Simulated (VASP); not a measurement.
# Si in VASP: single point with PBE+D3(BJ)

Aim: the single point of Si with PBE+D3(BJ).

All numbers are computed with VASP 6.6.1; they aren't measurements. Logs are shortened: lines on timing, memory, paths and dates and some standing lists are left out, and cuts for length are marked.

## 1. The cell of the first run

The typed cell holds 1 atom: a = 2.613 Å, b = 2.613 Å, c = 3.017 Å, α = 54.73°, β = 54.73°, γ = 70.53°.

This isn't the form of Si at room conditions, which is diamond.

## 2. Single point, PBE+D3(BJ)

INCAR

```
  ALGO = Normal
  EDIFF = 1E-7
  ENCUT = 520
  GGA = PE
  ISIF = 2
  ISMEAR = 0
  IVDW = 12
  LASPH = True
  LCHARG = False
  LREAL = False
  LWAVE = False
  NBANDS = 8
  NELM = 80
  PREC = Accurate
  SIGMA = 0.15
```

KPOINTS

```
k-points
0
Gamma
  30 30 30
```

POSCAR

```
Si
1.0
    0.0000000000      2.1333694630      1.5082922103
    2.1333694630      0.0000000000      1.5082922103
    2.1333694630      2.1333694630      0.0000000000
Si
1
Direct
    0.0000000000      0.0000000000      0.0000000000
```

Potentials or basis: VASP PAW PBE potentials, release 64 (Si).

The run is started by

```bash
$ cat potpaw_PBE.64/Si/POTCAR > POTCAR
$ mpirun -np 1 vasp_std > vasp.out
```

OUTCAR:

```text
EDIFF = 1E-7
   ENCUT = 520
   GGA = PE
   ISIF = 2
   ISMEAR = 0
   IVDW = 12
   LASPH = True
   LREAL = False
   NELM = 80
   PREC = Accurate
 IVDW          = 12

 ion  position               nearest neighbor table
   1  0.000  0.000  0.000-

  LATTYP: Found a body centered tetragonal cell.
 ALAT       =     3.0170400281
 C/A-ratio  =     0.9998489886

  Lattice vectors:

 A1 = (   0.0000000000,  -2.1333694630,  -1.5082922103)
 A2 = (   0.0000000000,   2.1333694630,  -1.5082922103)
 A3 = (   2.1333694630,   0.0000000000,   1.5082922103)

Analysis of symmetry for initial positions (statically):
=====================================================================
 Subroutine PRICEL returns:
 Original cell was already a primitive cell.

 Routine SETGRP: Setting up the symmetry group for a
 body centered tetragonal supercell.

 Subroutine GETGRP returns: Found 16 space group operations
 (whereof 16 operations were pure point group operations)
 out of a pool of 16 trial point group operations.

The static configuration has the point symmetry D_4h.

Analysis of symmetry for dynamics (positions and initial velocities):
=====================================================================
 Subroutine PRICEL returns:
 Original cell was already a primitive cell.

 Routine SETGRP: Setting up the symmetry group for a
 body centered tetragonal supercell.

 Subroutine GETGRP returns: Found 16 space group operations
 (whereof 16 operations were pure point group operations)
 out of a pool of 16 trial point group operations.

The dynamic configuration has the point symmetry D_4h.

 Subroutine INISYM returns: Found 16 space group operations
 (whereof 16 operations are pure point group operations),
 and found     1 'primitive' translations

----------------------------------------------------------------------------------------

                                     Primitive cell

  volume of cell :      13.7293

  direct lattice vectors                    reciprocal lattice vectors
     0.000000000  2.133369463  1.508292210    -0.234371031  0.234371031  0.331500751
     2.133369463  0.000000000  1.508292210     0.234371031 -0.234371031  0.331500751
     2.133369463  2.133369463  0.000000000     0.234371031  0.234371031 -0.331500751

  length of vectors
     2.612701793  2.612701793  3.017040028     0.468777461  0.468777461  0.468777461

  position of ions in fractional coordinates (direct lattice)
     0.000000000  0.000000000  0.000000000

  ion indices of the primitive-cell ions
   primitive index   ion index
                 1           1

----------------------------------------------------------------------------------------

 KPOINTS: k-points

Automatic generation of k-mesh.
 Grid dimensions read from file:
 generate k-points for:   30   30   30

 Generating k-lattice:

  Cartesian coordinates                     Fractional coordinates (reciprocal lattice)
    -0.007812368  0.007812368  0.011050025     0.033333333  0.000000000  0.000000000
     0.007812368 -0.007812368  0.011050025     0.000000000  0.033333333  0.000000000
     0.007812368  0.007812368 -0.011050025     0.000000000  0.000000000  0.033333333

  Length of vectors
     0.015625915  0.015625915  0.015625915

  Shift w.r.t. Gamma in fractional coordinates (k-lattice)
     0.000000000  0.000000000  0.000000000

 Subroutine IBZKPT returns following result:
 ===========================================

 Found   1992 irreducible k-points:

 Following reciprocal coordinates:
            Coordinates               Weight
  0.000000  0.000000  0.000000      1.000000
  0.033333  0.000000  0.000000      8.000000
  0.066667  0.000000  0.000000      8.000000
  0.100000  0.000000  0.000000      8.000000
  0.133333  0.000000  0.000000      8.000000
  0.166667  0.000000  0.000000      8.000000
[... 16 lines left out ...]
  0.233333  0.033333  0.000000      8.000000
  0.266667  0.033333  0.000000      8.000000
 [... further k-points ...]
   k-points           NKPTS =   1992   k-points in BZ     NKDIM =   1992   number of bands    NBANDS=      8
   number of dos      NEDOS =    301   number of ions     NIONS =      1
   total plane-waves  NPLWV =   9600
   dimension x,y,z NGX =    20 NGY =   20 NGZ =   24
   dimension x,y,z NGXF=    40 NGYF=   40 NGZF=   48
   ions per type =               1
   NGX,Y,Z   is equivalent  to a cutoff of  12.73, 12.73, 13.22 a.u.
   NGXF,Y,Z  is equivalent  to a cutoff of  25.45, 25.45, 26.45 a.u.
 SYSTEM =  unknown system
   PREC   = accura    normal or accurate (medium, high low for compatibility)
   ISTART =      0    job   : 0-new  1-cont  2-samecut
   ICHARG =      2    charge: 1-file 2-atom 10-const
   ISPIN  =      1    spin polarized calculation?
   LNONCOLLINEAR =      F non collinear calculations
   LSORBIT =      F    spin-orbit coupling
   LASPH  =      T    aspherical Exc in radial PAW
   ENCUT  =  520.0 eV  38.22 Ry    6.18 a.u.   4.86  4.86  5.61*2*pi/ulx,y,z
   NELM   =     80;   NELMIN=  2; NELMDL= -5     # of ELM steps
   EDIFF  = 0.1E-06   stopping-criterion for ELM
   LREAL  =      F    real-space projection
   EDIFFG = 0.1E-05   stopping-criterion for IOM
   NSW    =      0    number of steps for IOM
   IBRION =     -1    ionic relax: 0-MD 1-quasi-New 2-CG
   NFREE  =      0    steps in history (QN), initial steepest desc. (CG)
   ISIF   =      2    stress and relaxation
   ISYM   =      2    0-nonsym 1-usesym 2-fastsym
   POTIM  = 0.5000    time-step for ionic-motion
   TEBEG  =    0.0;   TEEND  =   0.0 temperature during run
   PSTRESS=    0.0 pullay stress
   NELECT =       4.0000    total number of electrons
   NUPDOWN=      -1.0000    fix difference up-down
   EMIN   =  10.00;   EMAX   =-10.00  energy-range for DOS
   EFERMI =   0.00;   METHOD = LEGACY
   ISMEAR =     0;   SIGMA  =   0.15  broadening in eV -4-tet -1-fermi 0-gaus
   EFERMI_NEDOS =   21; number of points for ismear=-14 and -15
   IALGO  =     38    algorithm
   IMIX   =      4    mixing-type and parameters
     AMIX     =   0.40;   BMIX     =  1.00
     AMIX_MAG =   1.60;   BMIX_MAG =  1.00
  volume/ion in A,a.u.               =      13.73        92.65
  Fermi-wavevector in a.u.,A,eV,Ry     =   1.085290  2.050900 16.025668  1.177853
  Thomas-Fermi vector in A             =   2.221400
   LORBIT       =      0    0 simple, 1 ext, 2 COOP (PROOUT), +10 PAW based schemes
   GGA     = PE    functional components
   LHFCALC =     F    Hartree Fock is set to
   AEXX    =    0.0000 exact exchange contribution
   IVDW    =    12    specifies the selected vdW correction
   LEPSILON=     F    determine dielectric tensor
   LRPA    =     F    only Hartree local field effects (RPA)
 non-spin polarized calculation
 Gauss-broadening in eV      SIGMA  =   0.15
  energy-cutoff  :      520.00
  volume of cell :       13.73
 maximum number of plane-waves:       382
   NGX =  9   NGY =  9   NGZ = 11

 number of electron       4.0000000 magnetization

 Free energy of the ion-electron system (eV)
  ---------------------------------------------------
  ext. energy  EPLUGINS =         0.00000000
  ---------------------------------------------------
  free energy    TOTEN  =        -4.88600332 eV

  energy without entropy =       -4.88089424  energy(sigma->0) =       -4.88344878

 E-fermi :  10.7442     XC(G=0): -11.4094

 val. band max:       10.7425750480   @ k =  -0.3667  -0.0000   0.2000
 cond. band min:      10.7446314367   @ k =  -0.4333  -0.0000   0.3667
 fundamental gap:      0.0020563887
 Fermi energy:        10.7442494905

 k-point     1 :       0.0000    0.0000    0.0000
  band No.  band energies     occupation
      1      -4.0586      2.00000
      2      22.9885      0.00000
      3      22.9885      0.00000
      4      22.9898      0.00000
      5      23.5742      0.00000
      6      23.5779      0.00000
      7      23.5779      0.00000
      8      27.4105      0.00000

 k-point     2 :       0.0333    0.0000    0.0000
  band No.  band energies     occupation
      1      -4.0230      2.00000
      2      22.2436      0.00000
      3      22.3729      0.00000
      4      22.9298      0.00000
      5      23.4483      0.00000
      6      24.1045      0.00000
      7      24.2509      0.00000
      8      27.0514      0.00000

 k-point     3 :       0.0667    0.0000    0.0000
  band No.  band energies     occupation
      1      -3.9164      2.00000
      2      21.0704      0.00000
      3      21.5933      0.00000
      4      22.7567      0.00000
      5      23.1031      0.00000
      6      24.6092      0.00000
      7      25.2079      0.00000
      8      26.4555      0.00000

 k-point     4 :       0.1000    0.0000    0.0000
  band No.  band energies     occupation
      1      -3.7390      2.00000
      2      19.7260      0.00000
      3      20.8585      0.00000
      4      22.4853      0.00000
      5      22.6204      0.00000
      6      24.7099      0.00000
      7      26.2066      0.00000
      8      26.2374      0.00000

 k-point     5 :       0.1333    0.0000    0.0000
  band No.  band energies     occupation
      1      -3.4907      2.00000
      2      18.2852      0.00000
      3      20.1798      0.00000
      4      22.0731      0.00000
      5      22.1416      0.00000
      6      24.3531      0.00000
      7      26.4516      0.00000
      8      27.2461      0.00000
[... 177 lines left out ...]
 k-point    22 :       0.2000    0.0333    0.0000
  band No.  band energies     occupation
      1      -2.7477      2.00000
      2      15.3395      0.00000
      3      18.6496      0.00000
      4      21.0923      0.00000
      5      21.3716      0.00000
      6      23.4490      0.00000
      7      26.2429      0.00000
      8      28.8053      0.00000

 k-point    23 :       0.2333    0.0333    0.0000
  band No.  band energies     occupation
      1      -2.2891      2.00000
      2      13.8749      0.00000
      3      18.1422      0.00000
      4      20.6860      0.00000
      5      20.8678      0.00000
      6      23.0630      0.00000
      7      26.5748      0.00000
      8      29.2866      0.00000

 k-point    24 :       0.2667    0.0333    0.0000
  band No.  band energies     occupation
      1      -1.7613      2.00000
      2      12.4414      0.00000
      3      17.6933      0.00000
      4      20.3020      0.00000
      5      20.4098      0.00000
      6      22.7051      0.00000
      7      26.9767      0.00000
      8      29.8160      0.00000

 [... further k-points ...]

------------------------ aborting loop because EDIFF is reached ----------------------------------------

 Edisp (eV)   -0.45177

 E8    (eV) :    -0.1845

  FORCE on cell =-STRESS in cart. coord.  units (eV):
  Direction    XX          YY          ZZ          XY          YZ          ZX
  --------------------------------------------------------------------------------------
  -------------------------------------------------------------------------------------
  Total       0.11706     0.11706     0.11581     0.00000    -0.00000    -0.00000
  in kB      13.66040    13.66040    13.51432     0.00000    -0.00000    -0.00000
  external pressure =       13.61 kB  Pullay stress =        0.00 kB

 VOLUME and BASIS-vectors are now :
 -----------------------------------------------------------------------------
  energy-cutoff  :      520.00
  volume of cell :       13.73
      direct lattice vectors                 reciprocal lattice vectors
     0.000000000  2.133369463  1.508292210    -0.234371031  0.234371031  0.331500751
     2.133369463  0.000000000  1.508292210     0.234371031 -0.234371031  0.331500751
     2.133369463  2.133369463  0.000000000     0.234371031  0.234371031 -0.331500751

 POSITION                                       TOTAL-FORCE (eV/Angst)
 -----------------------------------------------------------------------------------
      0.00000      0.00000      0.00000         0.000000      0.000000      0.000000
 -----------------------------------------------------------------------------------
    total drift:                                0.000000     -0.000000     -0.000000

  FREE ENERGIE OF THE ION-ELECTRON SYSTEM (eV)
  ---------------------------------------------------
  free  energy   TOTEN  =        -5.3377781583 eV

  energy  without entropy=       -5.3326690810  energy(sigma->0) =       -5.33522362
```

Wall time 4 min (1 thread of Intel Xeon 8259CL, shared host); peak memory 0.29 GiB.

Results:

* Free energy: -5.3378 eV
* Pressure: 1.4 GPa
* Band gap on the k mesh: zero (bands 2 and 3 overlap by 16.61 eV)
* Dispersion energy per atom: -0.452 eV

Levels at points of the mesh, in eV from the Fermi level:
```tsv
k point	band 1	band 2	band 3	band 4	band 5	band 6	band 7
(0.00, 0.00, 0.00)	-14.80	12.24	12.24	12.25	12.83	12.83	12.83
(0.50, 0.00, 0.00)	-7.04	-6.88	5.87	7.66	8.55	10.30	20.90
(0.50, 0.50, 0.00)	-0.51	-0.51	-0.50	1.83	2.15	2.15	25.51
(0.50, 0.00, 0.50)	-7.04	-6.88	5.87	7.66	8.55	10.31	20.90
```
